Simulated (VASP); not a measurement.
# MgS (F-43m) in VASP: notebook, part 2 of 2

VASP 6.6.1.

## (5) Relaxation of cell and atoms, r2SCAN, target pressure 20 GPa, at which the enthalpy is minimised

Input file POSCAR:

```
MgS
1.0
    0.0000000000      2.8331200000      2.8331200000
    2.8331200000      0.0000000000      2.8331200000
    2.8331200000      2.8331200000      0.0000000000
Mg S
1 1
Direct
    0.0000000000      0.0000000000      0.0000000000
    0.2500000000      0.2500000000      0.2500000000
```

Input file INCAR.step1:

```
SYSTEM = MgS
  PREC = Accurate
  ENCUT = 660
  ISMEAR = 0
  SIGMA = 0.01
  LREAL = .False.
  LASPH = .True.
  NELM = 120
  GGA = PE
  ALGO = Normal
  EDIFF = 1E-5
  LWAVE = .True.
  LCHARG = .False.
  GGA_COMPAT = .False.
  IBRION = 2
  ISIF = 3
  EDIFFG = -0.005
  NELMIN = 4
  NSW = 100
```

Input file INCAR.step2:

```
SYSTEM = MgS
  PREC = Accurate
  ENCUT = 660
  EDIFF = 1E-7
  ISMEAR = 0
  SIGMA = 0.01
  LREAL = .False.
  LASPH = .True.
  NELM = 120
  ALGO = Normal
  ISIF = 3
  LWAVE = .False.
  LCHARG = .False.
  METAGGA = R2SCAN
  LMIXTAU = .True.
  IBRION = 2
  NSW = 50
  EDIFFG = -0.03
  PSTRESS = 200.0
  ISTART = 1
  GGA_COMPAT = .False.
  NELMIN = 4
```

Input file KPOINTS:

```
Automatic mesh
0
Gamma
  7 7 7
  0 0 0
```

Launch:

```bash
$ cat potpaw_PBE.64/Mg/POTCAR potpaw_PBE.64/S/POTCAR > POTCAR
$ cp INCAR.step1 INCAR
$ mpirun -np 1 vasp_std > vasp.out
$ cp INCAR.step2 INCAR
$ mpirun -np 1 vasp_std > vasp.out
```

Wall time 5.2 min (1 thread of Intel Xeon Platinum 8259CL at 2.50GHz (Skylake/Cascade Lake), shared host); peak memory 0.23 GiB.

Results (log left out):

```yaml
Free_energy: -15.0078 eV
Relaxed_volume: 18.29 Å³/atom
Relaxed_cell: a = 3.726 Å, b = 3.726 Å, c = 3.726 Å, α = 60.00°, β = 60.00°, γ = 60.00°
Space_group_after_relaxing_to_0.1_Å: F-43m (No. 216)
Energy_change_on_relaxing_the_run_minimises_the_enthalpy: +221.7 meV/atom
Ionic_steps: 4
Pressure_after_relaxing: 19.7 GPa
Band_gap_on_the_k_mesh: 4.28 eV (least direct gap 5.38 eV)
```

Step by step:
```csv
step,energy change (eV),largest force (eV/Å),pressure (GPa),volume (Å³)
1,0.0000,0.0000,-0.39,45.48
2,2.3062,0.0000,66.25,28.96
3,0.4068,0.0000,18.65,36.88
4,0.4433,0.0000,19.74,36.57
```

Final structure:
```
Mg S
1.0
     0.00000    2.63451    2.63451
     2.63451    0.00000    2.63451
     2.63451    2.63451    0.00000
Mg S
1 1
Direct
  0.00000 0.00000 0.00000
  0.25000 0.25000 0.25000
```

Levels at points of the mesh, in eV from the valence-band top:
```csv
k point,band 1,band 2,band 3,band 4,band 5,band 6,band 7,band 8
"(0.00, 0.00, 0.00)",-12.59,0.00,0.00,0.00,5.38,9.13,9.13,9.13
```

Caveat: the cell is relaxed towards a set pressure, so the run minimises the enthalpy, not the energy; the volume moved by over 15 % at a fixed basis, so the end points are rough; the PAW data sets were made with another functional, which shifts forces and pressure a little; an odd mesh through Γ misses points on the zone boundary, where band edges can lie.

## (6) Relaxation of cell and atoms, r2SCAN, target pressure 30 GPa, at which the enthalpy is minimised

POSCAR is that of step 5.

Input file INCAR.step1:

```
SYSTEM = MgS
PREC = Accurate ; ENCUT = 660
ISMEAR = 0 ; SIGMA = 0.01
LREAL = .FALSE. ; LASPH = .TRUE.
NELM = 120 ; GGA = PE
ALGO = Normal ; EDIFF = 1E-5
LWAVE = .TRUE. ; LCHARG = .FALSE.
GGA_COMPAT = .FALSE. ; IBRION = 2
ISIF = 3 ; EDIFFG = -0.005
NELMIN = 4 ; NSW = 100
```

Input file INCAR.step2:

```
SYSTEM = MgS
PREC = Accurate ; ENCUT = 660
EDIFF = 1E-7 ; ISMEAR = 0
SIGMA = 0.01 ; LREAL = .FALSE.
LASPH = .TRUE. ; NELM = 120
ALGO = Normal ; ISIF = 3
LWAVE = .FALSE. ; LCHARG = .FALSE.
METAGGA = R2SCAN ; LMIXTAU = .TRUE.
IBRION = 2 ; NSW = 50
EDIFFG = -0.03 ; PSTRESS = 300.0
ISTART = 1 ; GGA_COMPAT = .FALSE.
NELMIN = 4
```

Input file KPOINTS:

```
Automatic mesh
0
G
  7 7 7
  0 0 0
```

Potentials or basis: VASP PAW PBE potentials, release 64 (Mg, S).

Launch:

```bash
$ cat potpaw_PBE.64/Mg/POTCAR potpaw_PBE.64/S/POTCAR > POTCAR
$ cp INCAR.step1 INCAR
$ mpirun -np 1 vasp_std > vasp.out
$ cp INCAR.step2 INCAR
$ mpirun -np 1 vasp_std > vasp.out
```

Run time: 6.5 min. Hardware: 1 thread of Intel Xeon Platinum 8259CL at 2.50GHz (Skylake/Cascade Lake), shared host; peak memory 0.23 GiB.

The run converged. Its results:

```yaml
Free_energy: -14.6349 eV
Relaxed_volume: 17.07 Å³/atom
Relaxed_cell: a = 3.641 Å, b = 3.641 Å, c = 3.641 Å, α = 60.00°, β = 60.00°, γ = 60.00°
Space_group_after_relaxing_to_0.1_Å: F-43m (No. 216)
Energy_change_on_relaxing_the_run_minimises_the_enthalpy: +408.1 meV/atom
Ionic_steps: 5
Pressure_after_relaxing: 30.0 GPa
Band_gap_on_the_k_mesh: 4.18 eV (least direct gap 5.55 eV)
```

Step by step:
| step | energy change (eV) | largest force (eV/Å) | pressure (GPa) | volume (Å³) |
| --- | --- | --- | --- | --- |
| 1 | 0.0000 | 0.0000 | -0.39 | 45.48 |
| 2 | 6.6547 | 0.0000 | 168.24 | 22.58 |
| 3 | 0.6222 | 0.0000 | 24.83 | 35.28 |
| 4 | 0.7552 | 0.0000 | 28.41 | 34.48 |
| 5 | 0.8163 | 0.0000 | 29.99 | 34.14 |

Final structure:
```cif
data_structure
_symmetry_space_group_name_H-M 'P 1'
_symmetry_Int_Tables_number 1
_cell_length_a 3.6415
_cell_length_b 3.6415
_cell_length_c 3.6415
_cell_angle_alpha 60.000
_cell_angle_beta 60.000
_cell_angle_gamma 60.000
_cell_volume 34.14
loop_
_atom_site_label
_atom_site_type_symbol
_atom_site_fract_x
_atom_site_fract_y
_atom_site_fract_z
_atom_site_occupancy
Mg1 Mg 0.00000 0.00000 0.00000 1
S1 S 0.25000 0.25000 0.25000 1
```

Levels at points of the mesh, in eV from the valence-band top:
```
           k point  band 1  band 2  band 3  band 4  band 5  band 6  band 7  band 8
(0.00, 0.00, 0.00)  -12.92    0.00    0.00    0.00    5.83    9.29    9.29    9.29
```

Caveat: the cell is relaxed towards a set pressure, so the run minimises the enthalpy, not the energy; the volume moved by over 15 % at a fixed basis, so the end points are rough; the PAW data sets were made with another functional, which shifts forces and pressure a little; an odd mesh through Γ misses points on the zone boundary, where band edges can lie.

## (7) The runs side by side

| task | cell | gap on the mesh (eV) | pressure (GPa) |
| --- | --- | --- | --- |
| single point | a = 4.005 Å, angles 60.0°, 2 atoms | 4.13 | -0.3 |
| relaxation of cell and atoms | relaxed from a = 4.007 Å, angles 60.0°, 2 atoms | 4.16 | 0.1 |
| relaxation of cell and atoms | relaxed to 10 GPa from a = 4.007 Å, angles 60.0°, 2 atoms | 4.38 | 9.9 |
| relaxation of cell and atoms | relaxed to 20 GPa from a = 4.007 Å, angles 60.0°, 2 atoms | 4.28 | 19.7 |
| relaxation of cell and atoms | relaxed to 30 GPa from a = 4.007 Å, angles 60.0°, 2 atoms | 4.18 | 30.0 |

Alike in all rows: level r2SCAN; potentials or basis VASP PAW PBE potentials, release 64 (Mg, S); no spin polarisation; k mesh 7 × 7 × 7; cutoff (eV) 660; smearing gaussian 0.01 eV.

Caveats: the PAW data sets were made with another functional, which shifts forces and pressure a little; an odd mesh through Γ misses points on the zone boundary, where band edges can lie; the cell is relaxed towards a set pressure, so the run minimises the enthalpy, not the energy (at least some runs); the volume moved by over 15 % at a fixed basis, so the end points are rough (at least some runs).

Absolute energies hang on the potentials; compare differences alone.
